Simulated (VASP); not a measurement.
Runs of VASP 6.6.1 on NaCl. The structure is that of space group P4/mmm (No. 123), or close to it. The cells are those of the table. 

```tsv
cell	gap on the mesh (eV)	pressure (GPa)
a = 3.502, b = 3.502, c = 3.222 Å, 2 atoms	3.59	1.3
a = 3.502, b = 3.502, c = 3.782 Å, 2 atoms	3.38	-2.6
a = 3.642, b = 3.642, c = 3.222 Å, 2 atoms	3.07	-0.7
a = 3.362, b = 3.362, c = 3.642 Å, 2 atoms	3.68	0.0
a = 3.782, b = 3.782, c = 3.502 Å, 2 atoms	3.07	-3.5
a = 3.222, b = 3.222, c = 3.642 Å, 2 atoms	3.64	3.2
a = 3.362, b = 3.362, c = 3.782 Å, 2 atoms	3.35	-0.9
a = 3.782, b = 3.782, c = 3.222 Å, 2 atoms	2.60	-2.0
a = 3.782, b = 3.782, c = 3.362 Å, 2 atoms	(d)	(a)
a = 3.222, b = 3.222, c = 3.782 Å, 2 atoms	(b)	2.0
a = 3.222, b = 3.222, c = 3.502 Å, 2 atoms	4.06	(c)
a = 3.642, b = 3.642, c = 3.362 Å, 2 atoms	3.30	-1.9
```

Alike in all rows: task single point; level PBEsol; potentials or basis VASP PAW PBE potentials, release 64 (Na_pv, Cl); no spin polarisation; k mesh 6 × 6 × 6; cutoff (eV) 520; smearing gaussian 0.05 eV.

Q: Estimate the missing entries.

A: (a) -2.9; (b) 3.22; (c) 4.8; (d) 2.88.

Caveats: the PAW data sets were made with another functional, which shifts forces and pressure a little; the cell stands under pressure (at least some runs); the cell stands under tension (at least some runs).

A k mesh can miss the band edges.
